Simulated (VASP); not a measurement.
Input of a VASP 6.6.1 run:

File INCAR:

```
  PREC = Accurate
  ENCUT = 520
  EDIFF = 1E-6
  ISMEAR = 0
  SIGMA = 0.1
  LREAL = F
  LASPH = T
  NELM = 150
  ALGO = Normal
  ISIF = 2
  LWAVE = F
  LCHARG = F
  ISPIN = 2
  MAGMOM = 1 1 1 1 0 0 0 0
  LORBIT = 11
  LMAXMIX = 4
  GGA = PE
  NBANDS = 46
```

KPOINTS

```
regular mesh
0
Gamma
  6 6 2
```

File POSCAR:

```
TiC
1.0
    3.1011933000      0.0000000000      0.0000000000
   -1.5505966000      2.6857122000      0.0000000000
    0.0000000000      0.0000000000      9.7826734000
Ti C
4 4
Direct
    0.6666667000      0.3333333000      0.7500000000
    0.0000000000      0.0000000000      0.0000000000
    0.3333333000      0.6666667000      0.2500000000
    0.0000000000      0.0000000000      0.5000000000
    0.3333333000      0.6666667000      0.8754600000
    0.6666667000      0.3333333000      0.1245400000
    0.6666667000      0.3333333000      0.3754600000
    0.3333333000      0.6666667000      0.6245400000
```

Potentials or basis: VASP PAW PBE potentials, release 64 (Ti_sv, C).

Launch:

```bash
$ cat potpaw_PBE.64/Ti_sv/POTCAR potpaw_PBE.64/C/POTCAR > POTCAR
$ mpirun -np 1 vasp_std > vasp.out
```

(1) What does it give for the net moment?

(2) Estimate the pressure.

(3) Estimate the band gap on the k mesh.

(4) Predict the largest force.

Answers

(1) 0.00 μB per cell.

(2) 0.4 GPa.

(3) zero (filled and empty bands overlap).

(4) 0.077 eV/Å.

Caveat: the k points lie up to 0.39 Å⁻¹ apart, too coarse for converged energies and pressures of a metal.
